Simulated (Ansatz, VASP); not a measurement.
One calculation of AgCl, two programs

```
Ag Cl
1.0
     3.39559    0.00000    0.00000
     0.00000    3.39559    0.00000
     0.00000    0.00000    3.26384
Ag Cl
1 1
Cartesian
  0.0000 0.0000 0.0000
  1.6978 1.6978 1.6319
```

Change from the starting cell: uniaxial_z strain -3.9%.

Alike in both runs: task single point; functional PBE; k mesh 8 × 8 × 8; occupations fermi-dirac, width 0.02 eV; no spin polarisation.

```csv
,VASP,Ansatz
version,VASP 6.6.1,Ansatz 0.2.0
potentials or method,"VASP PAW PBE potentials, release 64 (Ag_sv_GW, Cl)","plane waves, PAW"
plane-wave cutoff (eV),630,420
valence electrons in the cell,26,26
```

Ansatz gave:

- pressure (GPa): 4.1
- traceless stress, the component that is largest in VASP (GPa): 1.52

Problem. Estimate VASP's values.

Solution. Pressure (GPa): 3.9; traceless stress, the component that is largest in VASP (GPa): 1.51.
